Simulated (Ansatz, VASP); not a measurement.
**One calculation of NbAs, two programs**

Contents of POSCAR:

```
NbAs
1.0
    0.0000000000      2.6402434826      2.6402434826
    2.6402434826      0.0000000000      2.6402434826
    2.6402434826      2.6402434826      0.0000000000
Nb As
1 1
Direct
    0.5000000000      0.5000000000      0.5000000000
    0.0000000000      0.0000000000      0.0000000000
```

INCAR.step1

```
SYSTEM = NbAs
  PREC = Accurate
  ENCUT = 520
  ISMEAR = 0
  SIGMA = 0.05
  LREAL = .False.
  LASPH = .True.
  NELM = 80
  NBANDS = 16
  GGA = PE
  ALGO = Normal
  EDIFF = 1E-4
  LWAVE = .True.
  LCHARG = .False.
```

File INCAR.step2:

```
SYSTEM = NbAs
  PREC = Accurate
  ENCUT = 520
  EDIFF = 1E-6
  ISMEAR = 0
  SIGMA = 0.05
  LREAL = .False.
  LASPH = .True.
  NELM = 80
  ALGO = Normal
  ISIF = 2
  LWAVE = .False.
  LCHARG = .False.
  METAGGA = R2SCAN
  LMIXTAU = .True.
  NBANDS = 16
  ISTART = 1
```

KPOINTS

```
Automatic mesh
0
Gamma
  12 12 12
  0 0 0
```

Input for Ansatz:

```yaml
crystal:
  lattice:
    - [0.0, 2.6402434826, 2.6402434826]
    - [2.6402434826, 0.0, 2.6402434826]
    - [2.6402434826, 2.6402434826, 0.0]
  atoms:
    - { symbol: Nb, position: [0.5, 0.5, 0.5] }
    - { symbol: As, position: [0.0, 0.0, 0.0] }
basis:
  ecutwfc: 500
  ecutrho_ratio: 4
kpoints:
  mp_grid: { grid: [12, 12, 12] }
hamiltonian:
  xc: r2scan
scf:
  occupations: { method: gaussian, width: 0.05 }
output:
  forces: true
  stress: true
  eigenvalues: true
```

Alike in both runs: task single point; functional r2SCAN; k mesh 12 × 12 × 12; occupations gaussian, width 0.05 eV; no spin polarisation.

|  | VASP | Ansatz |
| --- | --- | --- |
| version | VASP 6.6.1 | Ansatz 0.2.0 |
| potentials or method | VASP PAW PBE potentials, release 64 (Nb_sv, As), cutoff 520 eV | scalar-relativistic, plane waves, PAW |
| valence electrons in the cell | 18 | 28 |

|  | VASP | Ansatz | Ansatz less VASP |
| --- | --- | --- | --- |
| gap on the k mesh at the Fermi level (eV) | none | none | - |
| pressure (GPa) | -1.9 | -1.8 | +0.04 |

VASP's potentials were made for PBE, not for r2SCAN. A gap of «none» marks a metal or a gap that the smearing closes. VASP's potentials hold 18 valence electrons a cell and Ansatz's 28, so a difference there can come from the potentials and not from the codes.
